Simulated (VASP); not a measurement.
**Li4NbO4: single point with PBEsol**

Crystal: Li4NbO4.

```xyz
9
Lattice="-3.8119 3.8119 1.6301 3.8119 -3.8119 1.6301 3.8119 3.8119 -1.6301" Properties=species:S:1:pos:R:3 pbc="T T T"
Li    0.9970    2.9526    0.0000
Li   -1.2644    2.6125    1.6301
Li    5.0763    1.1995    0.0000
Li    2.6125    1.2644    1.6301
Nb    0.0000    0.0000    0.0000
O     0.6077    5.7860    0.0000
O     1.9740    3.2042    1.6301
O     1.8379    0.6077    0.0000
O     3.2042   -1.9740    1.6301
```

This cell differs from its parent crystal: atom 1 (Li) moved by -0.203 Å along [1 0 0] and -0.405 Å along [0 1 0].

```yaml
Program: VASP 6.6.1
Task: single point
Functional: PBEsol
Potentials_or_basis: VASP PAW PBE potentials, release 64 (Li_sv, Nb_sv, O)
Cutoff: 520 eV
k_mesh: 10 × 10 × 10
Occupations: gaussian, width 0.05 eV
Spin: no spin polarisation
```

```
Largest force          : 0.899 eV/Å
Band gap on the k mesh : zero (an odd number of electrons rules out a gap without spin polarisation)
```

Forces in eV/Å, atoms in the order of the input:
```
Li   0.369 -0.784  0.000
Li  -0.157 -0.053  0.000
Li   0.112  0.340  0.000
Li  -0.441  0.275  0.000
Nb   0.700  0.564  0.000
O    0.031 -0.441  0.000
O   -0.318  0.365  0.000
O   -0.152 -0.468  0.000
O   -0.143  0.202  0.000
```

Levels at points of the mesh, in eV from the Fermi level:
```tsv
k point	band 23	band 24	band 25	band 26	band 27	band 28
(0.00, 0.00, 0.00)	-1.74	-1.62	-1.53	2.95	3.02	3.31
(0.50, 0.00, 0.00)	-1.96	-1.75	1.87	2.02	3.51	4.37
(0.50, 0.00, 0.50)	-1.98	-1.76	1.93	1.97	3.52	4.36
(0.50, 0.50, 0.00)	-1.88	-1.86	-1.62	2.94	3.02	3.33
(0.00, 0.00, 0.50)	-1.97	-1.86	-1.67	2.91	3.04	3.41
(0.50, 0.50, 0.50)	-2.03	-2.00	-1.38	2.71	2.98	3.03
```

Run time: 21 min on 1 thread of Oxide Virtual Turin-like Processor, on a shared host, peak memory 0.77 GiB.

Caveat: the cell differs from its parent crystal (atom 1 (Li) moved by -0.203 Å along [1 0 0] and -0.405 Å along [0 1 0]); the PAW data sets were made with another functional, which shifts forces and pressure a little; an odd number of electrons without spin polarisation forces a metal; a magnetic or distorted state may lie lower.
